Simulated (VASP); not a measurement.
A run of VASP 6.6.1:

INCAR

```
SYSTEM = La2MgReO6
PREC     = Accurate       ! precision mode
ENCUT    = 840            ! plane-wave cutoff, eV
EDIFF    = 1E-6           ! SCF threshold, eV
ISMEAR   = 1              ! smearing method
SIGMA    = 0.15           ! smearing width, eV
LREAL    = .FALSE.        ! projectors in reciprocal space
LASPH    = .TRUE.         ! aspherical terms in the spheres
NELM     = 200            ! most SCF steps
ALGO     = Normal         ! electronic algorithm
ISIF     = 2              ! what is computed and relaxed
LWAVE    = .FALSE.        ! write WAVECAR
LCHARG   = .FALSE.        ! write CHGCAR
LMAXMIX  = 6              ! l up to which the mixer works
LDAU     = .TRUE.         ! DFT+U
LDAUTYPE = 2            
LDAUL    = -1 -1 3 -1     ! shell
LDAUU    = 0 0 1 0        ! U, eV
LDAUJ    = 0 0 0 0      
LDAUPRINT= 1            
GGA      = PE             ! functional
NBANDS   = 52             ! bands
GGA_COMPAT= .FALSE.
```

Contents of KPOINTS:

```
regular mesh
0
G
  5 5 5
  0 0 0
```

POSCAR

```
La2MgReO6
1.0
    0.0000000000      5.6341490000      0.0000000000
    5.6341490000      0.0000000000      0.0000000000
    2.8170750000      2.8170750000     -4.0425790000
Re O La Mg
1 6 2 1
Direct
    0.5000000000      0.5000000000      0.0000000000
    0.2570000000      0.2570000000      0.4860000000
    0.7430000000      0.7430000000      0.5140000000
    0.2238000000      0.2934000000      0.0000000000
    0.2934000000      0.7762000000      0.0000000000
    0.7762000000      0.7066000000      0.0000000000
    0.7066000000      0.2238000000      0.0000000000
    0.7500000000      0.2500000000      0.5000000000
    0.2500000000      0.7500000000      0.5000000000
    0.0000000000      0.0000000000      0.0000000000
```

Potentials or basis: VASP PAW PBE potentials, release 64 (Re_sv_GW, O, La, Mg_sv).

The run is started by

```console
$ cat potpaw_PBE.64/Re_sv_GW/POTCAR potpaw_PBE.64/O/POTCAR potpaw_PBE.64/La/POTCAR potpaw_PBE.64/Mg_sv/POTCAR > POTCAR
$ mpirun -np 1 vasp_std > vasp.out
```

Hardware: 1 thread of Intel(R) Xeon(R) Platinum 8259CL CPU @ 2.50GHz (Skylake/Cascade Lake) (shared host).

Question: Estimate the wall time of this run.

Answer: Run time: 14 min on 1 thread of Intel(R) Xeon(R) Platinum 8259CL CPU @ 2.50GHz (Skylake/Cascade Lake) (shared host), peak memory 0.62 GiB. Counts: scf iterations 22, k points 21.
